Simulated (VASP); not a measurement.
# Cu11Au (a cell with a defect) in VASP: relaxation of the atoms with PBE

Aim: the relaxation of the atoms of Cu11Au (a cell with a defect) with PBE.

Everything below comes from runs of VASP 6.6.1. Logs are shortened: lines on timing, memory, paths and dates and some standing lists are left out, and cuts for length are marked.

## (1) The cell of the first run

The cell holds a defect, 12 atoms: a = 7.669 Å, b = 5.112 Å, c = 5.112 Å, α = 60.00°, β = 60.00°, γ = 60.00°.

## (2) Relaxation of the atoms, PBE

INCAR reads:

```
ALGO = Normal ; EDIFF = 1E-7
EDIFFG = -0.05 ; ENCUT = 520
GGA = PE ; GGA_COMPAT = F
IBRION = 2 ; ISIF = 2
ISMEAR = -1 ; LASPH = T
LCHARG = F ; LREAL = F
LWAVE = F ; NELM = 120
NELMIN = 4 ; NSW = 45
PREC = Accurate ; SIGMA = 0.1
```

KPOINTS reads:

```
k-points
0
Gamma
  2 3 3
```

POSCAR reads:

```
Cu11Au
1.0
    0.0000000000      5.4225000000      5.4225000000
    3.6150000000      0.0000000000      3.6150000000
    3.6150000000      3.6150000000      0.0000000000
Au Cu
1 11
Direct
    0.0000000000      0.0000000000      0.0000000000
    0.0000000000      0.0000000000      0.5000000000
    0.0000000000      0.5000000000      0.0000000000
    0.0000000000      0.5000000000      0.5000000000
    0.3333333333      0.0000000000      0.0000000000
    0.3333333333      0.0000000000      0.5000000000
    0.3333333333      0.5000000000      0.0000000000
    0.3333333333      0.5000000000      0.5000000000
    0.6666666667      0.0000000000      0.0000000000
    0.6666666667      0.0000000000      0.5000000000
    0.6666666667      0.5000000000      0.0000000000
    0.6666666667      0.5000000000      0.5000000000
```

Potentials or basis: VASP PAW PBE potentials, release 64 (Au, Cu).

Started as:

```
$ cat potpaw_PBE.64/Au/POTCAR potpaw_PBE.64/Cu/POTCAR > POTCAR
$ mpirun -np 1 vasp_std > vasp.out
```

OUTCAR:

```text
EDIFF = 1E-7
   EDIFFG = -0.05
   ENCUT = 520
   GGA = PE
   IBRION = 2
   ISIF = 2
   ISMEAR = -1
   LASPH = T
   LREAL = F
   NELM = 120
   NELMIN = 4
   NSW = 45
   PREC = Accurate

 ion  position               nearest neighbor table
   1  0.000  0.000  0.000-   5 2.56   9 2.56  10 2.56  11 2.56   6 2.56   7 2.56   2 2.56   4 2.56
                             2 2.56   3 2.56   4 2.56   3 2.56
   2  0.000  0.000  0.500-   6 2.56  10 2.56   9 2.56  12 2.56   5 2.56   8 2.56   1 2.56   3 2.56
                             1 2.56   3 2.56   4 2.56   4 2.56
   3  0.000  0.500  0.000-   7 2.56  11 2.56   9 2.56  12 2.56   8 2.56   5 2.56   2 2.56   4 2.56
                             1 2.56   1 2.56   2 2.56   4 2.56
   4  0.000  0.500  0.500-   8 2.56  12 2.56  11 2.56  10 2.56   7 2.56   6 2.56   1 2.56   3 2.56
                             2 2.56   1 2.56   2 2.56   3 2.56
   5  0.333  0.000  0.000-   1 2.56   2 2.56   3 2.56   6 2.56   7 2.56   6 2.56   8 2.56   7 2.56
                             8 2.56  10 2.56  11 2.56   9 2.56
   6  0.333  0.000  0.500-   2 2.56   1 2.56   4 2.56   5 2.56   8 2.56   5 2.56   7 2.56   7 2.56
                             8 2.56   9 2.56  12 2.56  10 2.56
   7  0.333  0.500  0.000-   3 2.56   1 2.56   4 2.56   5 2.56   8 2.56   6 2.56   8 2.56   5 2.56
                             6 2.56  12 2.56   9 2.56  11 2.56
   8  0.333  0.500  0.500-   4 2.56   3 2.56   2 2.56   6 2.56   7 2.56   5 2.56   7 2.56   5 2.56
                             6 2.56  11 2.56  10 2.56  12 2.56
   9  0.667  0.000  0.000-   1 2.56   2 2.56   3 2.56  10 2.56  10 2.56  12 2.56  11 2.56  11 2.56
                            12 2.56   6 2.56   7 2.56   5 2.56
  10  0.667  0.000  0.500-   2 2.56   1 2.56   4 2.56   9 2.56   9 2.56  11 2.56  12 2.56  11 2.56
                            12 2.56   5 2.56   8 2.56   6 2.56
  11  0.667  0.500  0.000-   3 2.56   4 2.56   1 2.56   9 2.56  10 2.56  12 2.56  12 2.56   9 2.56
                            10 2.56   5 2.56   8 2.56   7 2.56
  12  0.667  0.500  0.500-   4 2.56   3 2.56   2 2.56  10 2.56   9 2.56  11 2.56  11 2.56   9 2.56
                            10 2.56   6 2.56   7 2.56   8 2.56

  LATTYP: Found a face centered orthorhombic cell.
 ALAT       =     5.1123820280
 B/A-ratio  =     1.7320508076
 C/A-ratio  =     2.4494897428

  Lattice vectors:

 A1 = (   0.0000000000,   5.4225000000,   5.4225000000)
 A2 = (  -3.6150000000,   1.8075000000,   5.4225000000)
 A3 = (   3.6150000000,   0.0000000000,   3.6150000000)

Analysis of symmetry for initial positions (statically):
=====================================================================
 Subroutine PRICEL returns:
 Original cell was already a primitive cell.

 Routine SETGRP: Setting up the symmetry group for a
 face centered orthorhombic supercell.

 Subroutine GETGRP returns: Found  4 space group operations
 (whereof  4 operations were pure point group operations)
 out of a pool of  8 trial point group operations.

The static configuration has the point symmetry C_2h.

Analysis of symmetry for dynamics (positions and initial velocities):
=====================================================================
 Subroutine PRICEL returns:
 Original cell was already a primitive cell.

 Routine SETGRP: Setting up the symmetry group for a
 face centered orthorhombic supercell.

 Subroutine GETGRP returns: Found  4 space group operations
 (whereof  4 operations were pure point group operations)
 out of a pool of  8 trial point group operations.

The dynamic configuration has the point symmetry C_2h.

 Subroutine INISYM returns: Found  4 space group operations
 (whereof  4 operations are pure point group operations),
 and found     1 'primitive' translations

----------------------------------------------------------------------------------------

                                     Primitive cell

  volume of cell :     141.7249

  direct lattice vectors                    reciprocal lattice vectors
     0.000000000  5.422500000  5.422500000    -0.092208391  0.092208391  0.092208391
     3.615000000  0.000000000  3.615000000     0.138312586 -0.138312586  0.138312586
     3.615000000  3.615000000  0.000000000     0.138312586  0.138312586 -0.138312586

  length of vectors
     7.668573042  5.112382028  5.112382028     0.159709618  0.239564427  0.239564427

  position of ions in fractional coordinates (direct lattice)
     0.000000000  0.000000000  0.000000000
     0.000000000  0.000000000  0.500000000
     0.000000000  0.500000000  0.000000000
     0.000000000  0.500000000  0.500000000
     0.333333333  0.000000000  0.000000000
     0.333333333  0.000000000  0.500000000
     0.333333333  0.500000000  0.000000000
     0.333333333  0.500000000  0.500000000
     0.666666667  0.000000000  0.000000000
     0.666666667  0.000000000  0.500000000
     0.666666667  0.500000000  0.000000000
     0.666666667  0.500000000  0.500000000

  ion indices of the primitive-cell ions
   primitive index   ion index
                 1           1
                 2           2
                 3           3
                 4           4
                 5           5
                 6           6
                 7           7
                 8           8
                 9           9
                10          10
                11          11
                12          12

----------------------------------------------------------------------------------------

 KPOINTS: k-points

Automatic generation of k-mesh.
 Grid dimensions read from file:
 generate k-points for:    2    3    3

 Generating k-lattice:

  Cartesian coordinates                     Fractional coordinates (reciprocal lattice)
    -0.046104195  0.046104195  0.046104195     0.500000000  0.000000000  0.000000000
     0.046104195 -0.046104195  0.046104195     0.000000000  0.333333333  0.000000000
     0.046104195  0.046104195 -0.046104195     0.000000000  0.000000000  0.333333333

  Length of vectors
     0.079854809  0.079854809  0.079854809

  Shift w.r.t. Gamma in fractional coordinates (k-lattice)
     0.000000000  0.000000000  0.000000000

 WARNING: IBZKPT: internal override: KBLOWUP is changed to .FALSE.
      ... skipping the blow-up phase ...

 Subroutine IBZKPT returns following result:
 ===========================================

 Found      8 irreducible k-points:

 Following reciprocal coordinates:
            Coordinates               Weight
  0.000000  0.000000  0.000000      1.000000
  0.500000  0.000000  0.000000      1.000000
  0.000000  0.333333  0.000000      4.000000
  0.500000  0.333333  0.000000      4.000000
  0.000000  0.333333  0.333333      2.000000
  0.500000  0.333333  0.333333      2.000000
  0.000000 -0.333333  0.333333      2.000000
  0.500000 -0.333333  0.333333      2.000000
   k-points           NKPTS =      8   k-points in BZ     NKDIM =      8   number of bands    NBANDS=     79
   number of dos      NEDOS =    301   number of ions     NIONS =     12
   total plane-waves  NPLWV =  96000
   dimension x,y,z NGX =    60 NGY =   40 NGZ =   40
   dimension x,y,z NGXF=   120 NGYF=   80 NGZF=   80
   ions per type =               1  11
   NGX,Y,Z   is equivalent  to a cutoff of  13.01, 13.01, 13.01 a.u.
   NGXF,Y,Z  is equivalent  to a cutoff of  26.01, 26.01, 26.01 a.u.
 SYSTEM =  unknown system
   PREC   = accura    normal or accurate (medium, high low for compatibility)
   ISTART =      0    job   : 0-new  1-cont  2-samecut
   ICHARG =      2    charge: 1-file 2-atom 10-const
   ISPIN  =      1    spin polarized calculation?
   LNONCOLLINEAR =      F non collinear calculations
   LSORBIT =      F    spin-orbit coupling
   LASPH  =      T    aspherical Exc in radial PAW
   ENCUT  =  520.0 eV  38.22 Ry    6.18 a.u.  14.26  9.51  9.51*2*pi/ulx,y,z
   NELM   =    120;   NELMIN=  4; NELMDL= -5     # of ELM steps
   EDIFF  = 0.1E-06   stopping-criterion for ELM
   LREAL  =      F    real-space projection
   EDIFFG = -.5E-01   stopping-criterion for IOM
   NSW    =     45    number of steps for IOM
   IBRION =      2    ionic relax: 0-MD 1-quasi-New 2-CG
   NFREE  =      1    steps in history (QN), initial steepest desc. (CG)
   ISIF   =      2    stress and relaxation
   ISYM   =      2    0-nonsym 1-usesym 2-fastsym
   POTIM  = 0.5000    time-step for ionic-motion
   TEBEG  =    0.0;   TEEND  =   0.0 temperature during run
   PSTRESS=    0.0 pullay stress
   NELECT =     132.0000    total number of electrons
   NUPDOWN=      -1.0000    fix difference up-down
   EMIN   =  10.00;   EMAX   =-10.00  energy-range for DOS
   EFERMI =   0.00;   METHOD = LEGACY
   ISMEAR =    -1;   SIGMA  =   0.10  broadening in eV -4-tet -1-fermi 0-gaus
   EFERMI_NEDOS =   21; number of points for ismear=-14 and -15
   IALGO  =     38    algorithm
   IMIX   =      4    mixing-type and parameters
     AMIX     =   0.40;   BMIX     =  1.00
     AMIX_MAG =   1.60;   BMIX_MAG =  1.00
  volume/ion in A,a.u.               =      11.81        79.70
  Fermi-wavevector in a.u.,A,eV,Ry     =   1.598763  3.021224 34.777078  2.556043
  Thomas-Fermi vector in A             =   2.696162
   LORBIT       =      0    0 simple, 1 ext, 2 COOP (PROOUT), +10 PAW based schemes
   GGA     = PE    functional components
   LHFCALC =     F    Hartree Fock is set to
   AEXX    =    0.0000 exact exchange contribution
   IVDW    =     0    specifies the selected vdW correction
   LEPSILON=     F    determine dielectric tensor
   LRPA    =     F    only Hartree local field effects (RPA)
 conjugate gradient relaxation of ions
 non-spin polarized calculation
  energy-cutoff  :      520.00
  volume of cell :      141.72
 maximum number of plane-waves:      3876
 NGX is ok and might be reduce to    60
   NGX = 29   NGY = 19   NGZ = 19

--------------------------------------- Ionic step        1  -------------------------------------------

 number of electron     132.0000017 magnetization

 Free energy of the ion-electron system (eV)
  ---------------------------------------------------
  ext. energy  EPLUGINS =         0.00000000
  ---------------------------------------------------
  free energy    TOTEN  =       -43.24178263 eV

  energy without entropy =      -43.03706749  energy(sigma->0) =      -43.13942506

------------------------ aborting loop because EDIFF is reached ----------------------------------------

  FORCE on cell =-STRESS in cart. coord.  units (eV):
  Direction    XX          YY          ZZ          XY          YZ          ZX
  --------------------------------------------------------------------------------------
  -------------------------------------------------------------------------------------
  Total       10.4290021     10.4145333     10.4145333     -0.2192644     -0.0056087     -0.2192644
  in kB      117.8982004    117.7346331    117.7346331     -2.4787495     -0.0634060     -2.4787495
  external PRESSURE =     117.7891555 kB  Pullay stress =       0.0000000 kB
[... 169 lines left out ...]
  energy  without entropy=      -43.1396753736  energy(sigma->0) =      -43.24046854

--------------------------------------- Ionic step        5  -------------------------------------------

 number of electron     132.0000022 magnetization

 Free energy of the ion-electron system (eV)
  ---------------------------------------------------
  ext. energy  EPLUGINS =         0.00000000
  ---------------------------------------------------
  free energy    TOTEN  =       -43.34227313 eV

  energy without entropy =      -43.14096667  energy(sigma->0) =      -43.24161990

 E-fermi :   8.3635     XC(G=0): -12.9340

 val. band max:        8.3308359959   @ k =   0.0000   0.3333   0.0000
 cond. band min:       8.3671461749   @ k =   0.0000  -0.3333   0.3333
 fundamental gap:      0.0363101791
 Fermi energy:         8.3635468088

 k-point     1 :       0.0000    0.0000    0.0000
  band No.  band energies     occupation
      1      -1.4669      2.00000
      2       1.3395      2.00000
      3       1.8189      2.00000
      4       1.8345      2.00000
      5       2.2293      2.00000
      6       2.2459      2.00000
[... 637 lines left out ...]
     77      18.5321      0.00000
     78      18.6301      0.00000
 [bands above 78 left out]

------------------------ aborting loop because EDIFF is reached ----------------------------------------

  FORCE on cell =-STRESS in cart. coord.  units (eV):
  Direction    XX          YY          ZZ          XY          YZ          ZX
  --------------------------------------------------------------------------------------
  -------------------------------------------------------------------------------------
  Total       10.0200564     10.0962751     10.0962751     -0.0405492     -0.0909407     -0.0405493
  in kB      113.2751353    114.1367748    114.1367748     -0.4584019     -1.0280703     -0.4584034
  external PRESSURE =     113.8495616 kB  Pullay stress =       0.0000000 kB
[... 27 lines left out ...]
  FREE ENERGIE OF THE ION-ELECTRON SYSTEM (eV)
  ---------------------------------------------------
  free  energy   TOTEN  =       -43.3422731302 eV

  energy  without entropy=      -43.1409666684  energy(sigma->0) =      -43.24161990

 reached required accuracy - stopping structural energy minimisation
```

Run time: 10 min. Hardware: 1 thread of Intel Xeon Platinum 8275CL at 3.00GHz (Skylake/Cascade Lake), shared host; peak memory 0.34 GiB.

Results:

* Free energy: -43.3423 eV
* Energy gained by relaxing: 8.4 meV/atom
* Ionic steps: 5
* Pressure after relaxing: 11.4 GPa
* Largest force after relaxing: 0.042 eV/Å
* Band gap on the k mesh: zero (bands 66 and 67 overlap by 0.46 eV)

Forces in eV/Å, atoms in the order of the input:
```
Au   0.000  0.000  0.000
Cu   0.000  0.000  0.000
Cu   0.000  0.000  0.000
Cu   0.000  0.000  0.000
Cu   0.036  0.010  0.010
Cu  -0.012 -0.017 -0.009
Cu  -0.012 -0.009 -0.017
Cu   0.029 -0.021 -0.021
Cu  -0.036 -0.010 -0.010
Cu   0.012  0.017  0.009
Cu   0.012  0.009  0.017
Cu  -0.029  0.021  0.021
```

Stress tensor (GPa, compression positive):
```
11.33 -0.05 -0.05
-0.05 11.41 -0.10
-0.05 -0.10 11.41
```

The path:
```tsv
step	energy change (eV)	largest force (eV/Å)	pressure (GPa)
1	0.0000	0.7086	11.78
2	-0.0885	0.2383	11.42
3	-0.0976	0.0832	11.40
4	-0.0995	0.0511	11.39
5	-0.1005	0.0416	11.38
```

Final structure:
```xyz
12
Lattice="0.0000 5.4225 5.4225 3.6150 0.0000 3.6150 3.6150 3.6150 0.0000" Properties=species:S:1:pos:R:3 pbc="T T T"
Au    0.0000    0.0000    0.0000
Cu    1.8075    1.8075    0.0000
Cu    1.8075    0.0000    1.8075
Cu    3.6150    1.8075    1.8075
Cu    7.2242    5.4513    5.4513
Cu    5.3841    3.6281    5.4574
Cu    5.3841    5.4574    3.6281
Cu    3.6154    3.6171    3.6171
Cu    0.0058    3.5862    3.5862
Cu    1.8459    5.4094    3.5801
Cu    1.8459    3.5801    5.4094
Cu    3.6146    5.4204    5.4204
```

Levels at points of the mesh, in eV from the Fermi level:
| k point | band 63 | band 64 | band 65 | band 66 | band 67 | band 68 | band 69 | band 70 |
| --- | --- | --- | --- | --- | --- | --- | --- | --- |
| (0.00, 0.00, 0.00) | -1.52 | -1.17 | -1.16 | 0.38 | 0.56 | 1.04 | 1.09 | 1.33 |
| (0.50, 0.00, 0.00) | -1.17 | -1.16 | 0.35 | 0.40 | 0.51 | 0.59 | 1.06 | 1.33 |

Caveat: the k points lie up to 0.50 Å⁻¹ apart; spin-orbit coupling is left out, which moves the levels of the heavy elements; the relaxation stopped at a loose force limit of 0.05 eV/Å, so its end isn't a converged minimum.

The gap in the log of VASP goes by the Fermi energy; the results here count the filled bands.